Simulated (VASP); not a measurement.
Set up this calculation in VASP 6.6.1, as the native input.

```yaml
Task: single point
Functional: r2SCAN
Potentials_or_basis: VASP PAW PBE potentials, release 64 (Pd)
Cutoff: 520 eV
k_mesh: 14 × 14 × 14
Occupations: methfessel-paxton, width 0.01 eV
Spin: collinear spin, ferromagnetic start
Starting_moments: "[0.436] μB"
Dipole_correction: no
Further_INCAR_settings: ALGO = Normal; EDIFF = 1e-06; NBANDS = 15
```

The system is Pd.

```xyz
1
Lattice="0.0000 1.9568 1.9568 1.9568 0.0000 1.9568 1.9568 1.9568 0.0000" Properties=species:S:1:pos:R:3 pbc="T T T"
Pd    0.0000    0.0000    0.0000
```

These files were run (other wordings do the same):

POSCAR

```
Pd
1.0
    0.0000000000      1.9567730079      1.9567730079
    1.9567730079      0.0000000000      1.9567730079
    1.9567730079      1.9567730079      0.0000000000
Pd
1
Direct
    0.0000000000      0.0000000000      0.0000000000
```

INCAR.step1

```
SYSTEM = Pd
PREC = Accurate ; ENCUT = 520
ISMEAR = 1 ; SIGMA = 0.01
LREAL = .FALSE. ; LASPH = .TRUE.
NELM = 150 ; ISPIN = 2
MAGMOM = 0.436 ; LMAXMIX = 4
NBANDS = 15 ; GGA = PE
ALGO = Normal ; EDIFF = 1E-4
LWAVE = .TRUE. ; LCHARG = .FALSE.
```

INCAR.step2

```
SYSTEM = Pd
PREC = Accurate ; ENCUT = 520
EDIFF = 1E-6 ; ISMEAR = 1
SIGMA = 0.01 ; LREAL = .FALSE.
LASPH = .TRUE. ; NELM = 150
ALGO = Normal ; ISIF = 2
LWAVE = .FALSE. ; LCHARG = .FALSE.
ISPIN = 2 ; MAGMOM = 0.436
LORBIT = 11 ; LMAXMIX = 4
METAGGA = R2SCAN ; LMIXTAU = .TRUE.
NBANDS = 15 ; ISTART = 1
```

KPOINTS

```
regular mesh
0
G
  14 14 14
  0 0 0
```

Potentials or basis: VASP PAW PBE potentials, release 64 (Pd).

Launch:

```bash
$ cat potpaw_PBE.64/Pd/POTCAR > POTCAR
$ cp INCAR.step1 INCAR
$ mpirun -np 1 vasp_std > vasp.out
$ cp INCAR.step2 INCAR
$ mpirun -np 1 vasp_std > vasp.out
```

It gave:

| Property | Result |
| --- | --- |
| Pressure | 0.6 GPa |
| Net moment | 0.48 μB per cell |
| Site moments | Pd +0.49 μB |
| Valence electrons inside the program's atomic spheres | Pd 9.45 |

Caveat: the PAW data sets were made with another functional, which shifts forces and pressure a little.

Run time: 100 s on 1 thread of Intel(R) Xeon(R) Platinum 8488C (Sapphire Rapids), on a shared host, peak memory 0.18 GiB.
